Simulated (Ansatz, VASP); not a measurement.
**Two plane-wave programs on H4CO**

```xyz
36
Lattice="7.6186 0.0000 0.0000 0.0000 7.6186 0.0000 0.0000 0.0000 7.6186" Properties=species:S:1:pos:R:3 pbc="T T T"
C     6.2197    0.4609   -0.3542
C     6.6499    1.3713    3.3762
C     3.8572    4.2517    6.3731
C     6.6545    4.9717    2.6158
C     2.9446    3.4570    2.8517
C     0.5524    3.2837    7.4460
O     7.3828   -0.1981    0.1326
O     7.4533    2.0483    4.3244
O     3.9422    2.9879    7.0389
O     6.0017    5.3346    1.4087
O     2.5625    2.3192    3.6395
O     1.3129    2.1534    7.8657
H     5.5067   -0.3047   -0.6632
H     8.0626    0.4944    0.2398
H     5.7455    1.0587    0.4371
H     6.4579    1.1021   -1.2081
H     5.9067    0.7729    3.9133
H     8.3775    2.0596    4.0212
H     6.1188    2.0802    2.7286
H     7.2302    0.6992    2.7386
H     2.9146    4.2563    5.8278
H     4.7404    3.0064    7.5798
H     3.8715    5.0775    7.0890
H     4.6839    4.3741    5.6673
H     5.9026    4.6271    3.3259
H     6.5830    5.9689    0.9561
H     7.3668    4.1538    2.4645
H     7.1857    5.8156    3.0636
H     2.0224    3.9159    2.4978
H     3.3501    1.9273    4.0301
H     3.4980    4.1887    3.4494
H     3.5423    3.1640    1.9767
H    -0.4257    3.2210    7.9234
H     2.2280    2.2868    7.5670
H     1.0154    4.2217    7.7717
H     0.4124    3.2970    6.3610
```

Alike in both runs: functional r2SCAN; dispersion D3(BJ); k mesh 1 × 1 × 1; occupations fermi-dirac, width 0.02 eV; no spin polarisation.

Ansatz relaxed the structure, and its values are those at the end. VASP's run is a single point on that final structure, the one shown.

|  | VASP | Ansatz |
| --- | --- | --- |
| version | VASP 6.6.1 | Ansatz 0.2.0 |
| potentials or method | VASP PAW PBE potentials, release 64 (C, O, H), cutoff 520 eV | scalar-relativistic, plane waves, PAW |
| valence electrons in the cell | 84 | 84 |

Ansatz gave:

| Quantity | Value |
| --- | --- |
| rms of the force components (eV/Å) | 0.047 |

What did VASP give for the same quantities?

rms of the force components (eV/Å): 0.070.

VASP's potentials were made for PBE, not for r2SCAN. Ansatz's warnings: dispersion damping borrowed.
